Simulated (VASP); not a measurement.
MgS, 4 atoms in the cell. Symmetry: I4/mmm, No. 139, tetragonal system. The conventional cell has a = 3.683 Å, b = 3.683 Å, c = 5.078 Å, α = 90.00°, β = 90.00°, γ = 90.00°. Within 3.4 Å of Mg (site symmetry 4/mmm) lie 6 S at 2.54 to 2.60 Å. S (site symmetry 4/mmm) has 6 Mg at 2.54 to 2.60 Å within 3.4 Å.  This cell differs from its parent crystal: uniaxial strain along c: -2.0 %.

```yaml
Program: VASP 6.6.1
Task: single point
Functional: PBEsol
Potentials_or_basis: VASP PAW PBE potentials, release 64 (Mg, S)
Cutoff: 520 eV
k_mesh: 6 × 6 × 6
Occupations: gaussian, width 0.02 eV
Spin: no spin polarisation
Dipole_correction: no
Further_INCAR_settings: ALGO = Normal; EDIFF = 1e-07; NBANDS = 16
```

Potentials or basis: VASP PAW PBE potentials, release 64 (Mg, S).

Run with:

```bash
$ cat potpaw_PBE.64/Mg/POTCAR potpaw_PBE.64/S/POTCAR > POTCAR
$ mpirun -np 1 vasp_std > vasp.out
```

Hardware: 1 thread of Intel Xeon 6975P-C, on a shared host.

Question: Estimate the wall time of this run.

Answer: It took 32 s on 1 thread of Intel Xeon 6975P-C, on a shared host, peak memory 0.19 GiB. Counts: scf iterations 13, k points 40.
